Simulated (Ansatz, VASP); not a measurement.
**One calculation of ZrSi2O6, two programs**

```xyz
9
Lattice="2.6065 -4.9779 0.0000 2.6065 4.9779 0.0000 0.0000 0.0000 6.0424" Properties=species:S:1:pos:R:3 pbc="T T T"
Zr    2.6065    0.0000    0.0000
Si    1.3032   -2.4889    2.0839
Si    1.3032    2.4889    3.9586
O     3.6772   -1.1740    4.8959
O     2.6065    2.7552    3.0212
O     3.6772    1.1740    1.1465
O     1.5358    1.1740    4.8959
O     2.6065   -2.7552    3.0212
O     1.5358   -1.1740    1.1465
```

Alike in both runs: task relaxation of cell and atoms; functional PBE; k mesh 6 × 6 × 4; occupations gaussian, width 0.02 eV; no spin polarisation.

|  | VASP | Ansatz |
| --- | --- | --- |
| version | VASP 6.6.1 | Ansatz 0.2.0 |
| potentials or method | VASP PAW PBE potentials, release 64 (Zr_sv, Si, O), cutoff 600 eV | scalar-relativistic, plane waves, PAW |
| valence electrons in the cell | 56 | 56 |

```tsv
	VASP	Ansatz	Ansatz less VASP
gap on the k mesh at the Fermi level, each at its own relaxed structure (eV)	5.05	5.05	-0.002
relaxed volume (Å³/atom)	17.42	17.42	+0.005
relaxed length of the cell vector where the two differ most in proportion (Å)	6.042	6.040	-0.0019
```
